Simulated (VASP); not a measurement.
MgO (d3): single point with PBE+D3(BJ)

Crystal: MgO (d3).

```
Mg O
1.0
     0.00000    2.05818    2.05818
     2.05818    0.00000    2.05818
     2.05818    2.05818    0.00000
Mg O
1 1
Direct
  0.00000 0.00000 0.00000
  0.50000 0.50000 0.50000
```

| Item | Value |
| --- | --- |
| Program | VASP 6.6.1 |
| Task | single point |
| Functional | PBE |
| Dispersion | D3(BJ) |
| Potentials or basis | VASP PAW PBE potentials, release 64 (Mg, O) |
| Cutoff | 600 eV |
| k mesh | 10 × 10 × 10 |
| Occupations | gaussian, width 0.02 eV |
| Spin | no spin polarisation |

```json
{
 "Pressure": "11.0 GPa",
 "Band gap on the k mesh": "5.43 eV, direct",
 "Dispersion energy per atom": "-0.315 eV"
}
```

Levels at points of the mesh, in eV from the valence-band top:
| k point | band 1 | band 2 | band 3 | band 4 | band 5 | band 6 | band 7 | band 8 |
| --- | --- | --- | --- | --- | --- | --- | --- | --- |
| (0.00, 0.00, 0.00) | -17.63 | 0.00 | 0.00 | 0.00 | 5.43 | 16.19 | 16.19 | 16.19 |
| (0.50, 0.00, 0.00) | -16.17 | -4.93 | -0.73 | -0.73 | 8.35 | 13.40 | 17.04 | 17.04 |
| (0.50, 0.50, 0.00) | -15.88 | -4.37 | -1.45 | -1.45 | 9.20 | 10.75 | 13.85 | 20.05 |

Run time: 6 s on 1 thread of AMD EPYC 9R45 96-Core Processor (Zen 5), with other jobs on the host, peak memory 0.12 GiB.

A hybrid or GW would open this gap; PBE tends to underestimate it.
